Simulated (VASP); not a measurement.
**Pb: electric field gradients with PBE**

Crystal: Pb.

```xyz
1
Lattice="0.0000 2.4490 2.4490 2.4490 0.0000 2.4490 2.4490 2.4490 0.0000" Properties=species:S:1:pos:R:3 pbc="T T T"
Pb    0.0000    0.0000    0.0000
```

This cell differs from its parent crystal: volume scaled by 0.975.

- Program: VASP 6.6.1
- Task: electric field gradients
- Functional: PBE
- Potentials or basis: VASP PAW PBE potentials, release 64 (Pb_d)
- Cutoff: 400 eV
- k mesh: 12 × 12 × 12
- Occupations: fermi-dirac, width 0.05 eV
- Spin: no spin polarisation
- Dipole correction: no
- Further INCAR settings: ALGO = Normal; EDIFF = 1e-08; NBANDS = 13

```json
{"Pressure": "4.3 GPa", "Band gap on the k mesh": "zero (band 7 reaches 15.32 eV, above the bottom of band 8 at 6.03 eV)"}
```

Levels at points of the mesh, in eV from the Fermi level:
| k point | band 4 | band 5 | band 6 | band 7 | band 8 | band 9 | band 10 | band 11 |
| --- | --- | --- | --- | --- | --- | --- | --- | --- |
| (0.00, 0.00, 0.00) | -16.98 | -16.98 | -12.02 | 7.63 | 7.63 | 7.63 | 9.74 | 11.70 |
| (0.50, 0.00, 0.00) | -16.84 | -16.84 | -8.20 | -4.41 | 5.71 | 5.71 | 9.21 | 9.71 |
| (0.50, 0.50, 0.00) | -16.80 | -16.80 | -6.71 | -3.44 | 2.04 | 2.04 | 5.43 | 6.70 |

Run time: 13 s on 1 thread of Intel(R) Xeon(R) Platinum 8375C CPU @ 2.90GHz (Ice Lake) (shared host), peak memory 0.14 GiB.

Caveat: without QUAD_EFG the Cq values of the log hold for a quadrupole moment of 1 mb, not for the nuclei; spin-orbit coupling is left out, which moves the levels of the heavy elements.
